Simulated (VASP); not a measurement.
# W (Fd-3m) in VASP: notebook, part 2 of 2

VASP 6.6.1. The steps go on from the part before.

## (6) Single point, BLYP

This run uses another cell than the first one, of 25.87 Å³/atom, 0.962 times its volume.

INCAR reads:

```
AGGAC    = 1.0          
AGGAX    = 1.0          
ALDAC    = 0.0          
ALDAX    = 1.0          
ALGO     = Normal         # electronic algorithm
EDIFF    = 1E-7           # SCF threshold, eV
ENCUT    = 520            # plane-wave cutoff, eV
GGA      = B5             # functional
ISIF     = 2              # what is computed and relaxed
ISMEAR   = -1             # smearing method
LASPH    = True           # aspherical terms in the spheres
LCHARG   = True           # write CHGCAR
LELF     = True           # ELF
LREAL    = False          # projectors in reciprocal space
LVHAR    = True         
LWAVE    = False          # write WAVECAR
NBANDS   = 21             # bands
NELM     = 100            # most SCF steps
PREC     = Accurate       # precision mode
SIGMA    = 0.1            # smearing width, eV
```

KPOINTS reads:

```
k-points
0
Gamma
  15 15 15
```

POSCAR reads:

```
W
1.0
    0.0000000000      2.9574046168      2.9574046168
    2.9574046168      0.0000000000      2.9574046168
    2.9574046168      2.9574046168      0.0000000000
W
2
Direct
    0.1250000000      0.1250000000      0.1250000000
    0.8750000000      0.8750000000      0.8750000000
```

Potentials or basis: VASP PAW PBE potentials, release 64 (W_sv).

On the command line:

```console
> cat potpaw_PBE.64/W_sv/POTCAR > POTCAR
> mpirun -np 1 vasp_std > vasp.out
```

OUTCAR:

```text
EDIFF = 1E-7
   ENCUT = 520
   GGA = B5
   ISIF = 2
   ISMEAR = -1
   LASPH = True
   LREAL = False
   NELM = 100
   PREC = Accurate

 ion  position               nearest neighbor table
   1  0.125  0.125  0.125-   2 2.56   2 2.56   2 2.56   2 2.56
   2  0.875  0.875  0.875-   1 2.56   1 2.56   1 2.56   1 2.56

  LATTYP: Found a face centered cubic cell.
 ALAT       =     5.9148092336

  Lattice vectors:

 A1 = (   0.0000000000,   2.9574046168,   2.9574046168)
 A2 = (   2.9574046168,   0.0000000000,   2.9574046168)
 A3 = (   2.9574046168,   2.9574046168,   0.0000000000)

Analysis of symmetry for initial positions (statically):
=====================================================================
 Subroutine PRICEL returns:
 Original cell was already a primitive cell.

 Routine SETGRP: Setting up the symmetry group for a
 face centered cubic supercell.

 Subroutine GETGRP returns: Found 48 space group operations
 (whereof 12 operations were pure point group operations)
 out of a pool of 48 trial point group operations.

The static configuration has the point symmetry D_3d.
 The point group associated with its full space group is O_h .

Analysis of symmetry for dynamics (positions and initial velocities):
=====================================================================
 Subroutine PRICEL returns:
 Original cell was already a primitive cell.

 Routine SETGRP: Setting up the symmetry group for a
 face centered cubic supercell.

 Subroutine GETGRP returns: Found 48 space group operations
 (whereof 12 operations were pure point group operations)
 out of a pool of 48 trial point group operations.

The dynamic configuration has the point symmetry D_3d.
 The point group associated with its full space group is O_h .

 Subroutine INISYM returns: Found 48 space group operations
 (whereof 12 operations are pure point group operations),
 and found     1 'primitive' translations

----------------------------------------------------------------------------------------

                                     Primitive cell

  volume of cell :      51.7324

  direct lattice vectors                    reciprocal lattice vectors
     0.000000000  2.957404617  2.957404617    -0.169067160  0.169067160  0.169067160
     2.957404617  0.000000000  2.957404617     0.169067160 -0.169067160  0.169067160
     2.957404617  2.957404617  0.000000000     0.169067160  0.169067160 -0.169067160

  length of vectors
     4.182401719  4.182401719  4.182401719     0.292832911  0.292832911  0.292832911

  position of ions in fractional coordinates (direct lattice)
     0.125000000  0.125000000  0.125000000
     0.875000000  0.875000000  0.875000000

  ion indices of the primitive-cell ions
   primitive index   ion index
                 1           1
                 2           2

----------------------------------------------------------------------------------------

 KPOINTS: k-points

Automatic generation of k-mesh.
 Grid dimensions read from file:
 generate k-points for:   15   15   15

 Generating k-lattice:

  Cartesian coordinates                     Fractional coordinates (reciprocal lattice)
    -0.011271144  0.011271144  0.011271144     0.066666667  0.000000000  0.000000000
     0.011271144 -0.011271144  0.011271144     0.000000000  0.066666667  0.000000000
     0.011271144  0.011271144 -0.011271144     0.000000000  0.000000000  0.066666667

  Length of vectors
     0.019522194  0.019522194  0.019522194

  Shift w.r.t. Gamma in fractional coordinates (k-lattice)
     0.000000000  0.000000000  0.000000000

 Subroutine IBZKPT returns following result:
 ===========================================

 Found    120 irreducible k-points:

 Following reciprocal coordinates:
            Coordinates               Weight
  0.000000  0.000000  0.000000      1.000000
  0.066667  0.000000  0.000000      8.000000
  0.133333  0.000000  0.000000      8.000000
  0.200000  0.000000  0.000000      8.000000
  0.266667  0.000000  0.000000      8.000000
  0.333333  0.000000  0.000000      8.000000
[... 16 lines left out ...]
  0.133333  0.133333  0.000000      6.000000
  0.200000  0.133333  0.000000     24.000000
 [... further k-points ...]
   k-points           NKPTS =    120   k-points in BZ     NKDIM =    120   number of bands    NBANDS=     21
   number of dos      NEDOS =    301   number of ions     NIONS =      2
   total plane-waves  NPLWV =  32768
   dimension x,y,z NGX =    32 NGY =   32 NGZ =   32
   dimension x,y,z NGXF=    64 NGYF=   64 NGZF=   64
   ions per type =               2
   NGX,Y,Z   is equivalent  to a cutoff of  12.72, 12.72, 12.72 a.u.
   NGXF,Y,Z  is equivalent  to a cutoff of  25.44, 25.44, 25.44 a.u.
 SYSTEM =  unknown system
   PREC   = accura    normal or accurate (medium, high low for compatibility)
   ISTART =      0    job   : 0-new  1-cont  2-samecut
   ICHARG =      2    charge: 1-file 2-atom 10-const
   ISPIN  =      1    spin polarized calculation?
   LNONCOLLINEAR =      F non collinear calculations
   LSORBIT =      F    spin-orbit coupling
   LASPH  =      T    aspherical Exc in radial PAW
   ENCUT  =  520.0 eV  38.22 Ry    6.18 a.u.   7.78  7.78  7.78*2*pi/ulx,y,z
   NELM   =    100;   NELMIN=  2; NELMDL= -5     # of ELM steps
   EDIFF  = 0.1E-06   stopping-criterion for ELM
   LREAL  =      F    real-space projection
   EDIFFG = 0.1E-05   stopping-criterion for IOM
   NSW    =      0    number of steps for IOM
   IBRION =     -1    ionic relax: 0-MD 1-quasi-New 2-CG
   NFREE  =      0    steps in history (QN), initial steepest desc. (CG)
   ISIF   =      2    stress and relaxation
   ISYM   =      2    0-nonsym 1-usesym 2-fastsym
   POTIM  = 0.5000    time-step for ionic-motion
   TEBEG  =    0.0;   TEEND  =   0.0 temperature during run
   PSTRESS=    0.0 pullay stress
   NELECT =      28.0000    total number of electrons
   NUPDOWN=      -1.0000    fix difference up-down
   EMIN   =  10.00;   EMAX   =-10.00  energy-range for DOS
   EFERMI =   0.00;   METHOD = LEGACY
   ISMEAR =    -1;   SIGMA  =   0.10  broadening in eV -4-tet -1-fermi 0-gaus
   EFERMI_NEDOS =   21; number of points for ismear=-14 and -15
   IALGO  =     38    algorithm
   IMIX   =      4    mixing-type and parameters
     AMIX     =   0.40;   BMIX     =  1.00
     AMIX_MAG =   1.60;   BMIX_MAG =  1.00
  volume/ion in A,a.u.               =      25.87       174.55
  Fermi-wavevector in a.u.,A,eV,Ry     =   1.334156  2.521190 24.218009  1.779973
  Thomas-Fermi vector in A             =   2.462960
   LORBIT       =      0    0 simple, 1 ext, 2 COOP (PROOUT), +10 PAW based schemes
   GGA     = B5    functional components
   LHFCALC =     F    Hartree Fock is set to
   AEXX    =    0.0000 exact exchange contribution
   IVDW    =     0    specifies the selected vdW correction
   LEPSILON=     F    determine dielectric tensor
   LRPA    =     F    only Hartree local field effects (RPA)
 non-spin polarized calculation
  energy-cutoff  :      520.00
  volume of cell :       51.73
 maximum number of plane-waves:      1411
   NGX = 15   NGY = 15   NGZ = 15

 number of electron      28.0000005 magnetization

 Free energy of the ion-electron system (eV)
  ---------------------------------------------------
  ext. energy  EPLUGINS =         0.00000000
  ---------------------------------------------------
  free energy    TOTEN  =       -18.62113403 eV

  energy without entropy =      -18.52494605  energy(sigma->0) =      -18.57304004

 E-fermi :   5.3785     XC(G=0):  -9.9024

 val. band max:        5.3732056044   @ k =  -0.2000   0.2000   0.0000
 cond. band min:       5.3792112490   @ k =   0.3333   0.2000   0.0667
 fundamental gap:      0.0060056446
 Fermi energy:         5.3784907359

 k-point     1 :       0.0000    0.0000    0.0000
  band No.  band energies     occupation
      1     -67.3827      2.00000
      2     -67.1094      2.00000
      3     -32.1769      2.00000
      4     -32.1769      2.00000
      5     -32.1769      2.00000
      6     -31.3584      2.00000
[... 13 lines left out ...]
     20      16.0934      0.00000
     21      16.2619      0.00000
[... 529 lines left out ...]
 k-point    24 :       0.2000    0.1333    0.0000
  band No.  band energies     occupation
      1     -67.3633      2.00000
      2     -67.1292      2.00000
      3     -32.2285      2.00000
      4     -32.2284      2.00000
      5     -32.1271      2.00000
      6     -31.4135      2.00000
[... 13 lines left out ...]
     20      15.1610      0.00000
     21      15.6097      0.00000

 [... further k-points ...]

------------------------ aborting loop because EDIFF is reached ----------------------------------------

  FORCE on cell =-STRESS in cart. coord.  units (eV):
  Direction    XX          YY          ZZ          XY          YZ          ZX
  --------------------------------------------------------------------------------------
  -------------------------------------------------------------------------------------
  Total        0.2496135      0.2496135      0.2496135     -0.0000000     -0.0000000      0.0000000
  in kB        7.7306587      7.7306587      7.7306587     -0.0000000     -0.0000000      0.0000000
  external PRESSURE =       7.7306587 kB  Pullay stress =       0.0000000 kB

 VOLUME and BASIS-vectors are now :
 -----------------------------------------------------------------------------
  energy-cutoff  :      520.00
  volume of cell :       51.73
      direct lattice vectors                 reciprocal lattice vectors
     0.000000000  2.957404617  2.957404617    -0.169067160  0.169067160  0.169067160
     2.957404617  0.000000000  2.957404617     0.169067160 -0.169067160  0.169067160
     2.957404617  2.957404617  0.000000000     0.169067160  0.169067160 -0.169067160

 POSITION                                       TOTAL-FORCE (eV/Angst)
 -----------------------------------------------------------------------------------
      0.73935      0.73935      0.73935         0.000000      0.000000      0.000000
      5.17546      5.17546      5.17546        -0.000000     -0.000000     -0.000000
 -----------------------------------------------------------------------------------
    total drift:                                0.000000      0.000000     -0.000000

  FREE ENERGIE OF THE ION-ELECTRON SYSTEM (eV)
  ---------------------------------------------------
  free  energy   TOTEN  =       -18.6211340300 eV

  energy  without entropy=      -18.5249460485  energy(sigma->0) =      -18.57304004
```

Wall time 47 s (1 thread of Intel Xeon 6975P-C (Granite Rapids), shared host); peak memory 0.24 GiB.

What came out:

```yaml
Free_energy: -18.6211 eV
Pressure: 0.8 GPa
Band_gap_on_the_k_mesh: zero (band 14 reaches 5.86 eV, above the bottom of band 15 at 5.04 eV)
```

Caveat: the PAW data sets were made with another functional, which shifts forces and pressure a little; spin-orbit coupling is left out, which moves the levels of the heavy elements.

## (7) The runs side by side

| task | cell | k mesh | cutoff (eV) | gap on the mesh (eV) | pressure (GPa) |
| --- | --- | --- | --- | --- | --- |
| single point | a = 4.237 Å, angles 60.0°, 2 atoms | 10 × 10 × 10 | 520 | none | -3.3 |
| single point | a = 4.291 Å, angles 60.0°, 2 atoms | 10 × 10 × 10 | 520 | none | -6.7 |
| single point | a = 4.343 Å, angles 60.0°, 2 atoms | 10 × 10 × 10 | 520 | none | -9.4 |
| relaxation of cell and atoms | relaxed from a = 3.926 Å, angles 60.0°, 2 atoms | 10 × 10 × 10 | 600 | none | 0.0 |
| single point | a = 4.182 Å, angles 60.0°, 2 atoms | 15 × 15 × 15 | 520 | none | 0.8 |

Alike in all rows: level BLYP; potentials or basis VASP PAW PBE potentials, release 64 (W_sv); no spin polarisation; smearing fermi-dirac 0.1 eV.

Caveats: the PAW data sets were made with another functional, which shifts forces and pressure a little; spin-orbit coupling is left out, which moves the levels of the heavy elements; the volume moved by over 15 % at a fixed basis, so the end points are rough (some runs).

Absolute energies hang on the potentials; compare differences alone.
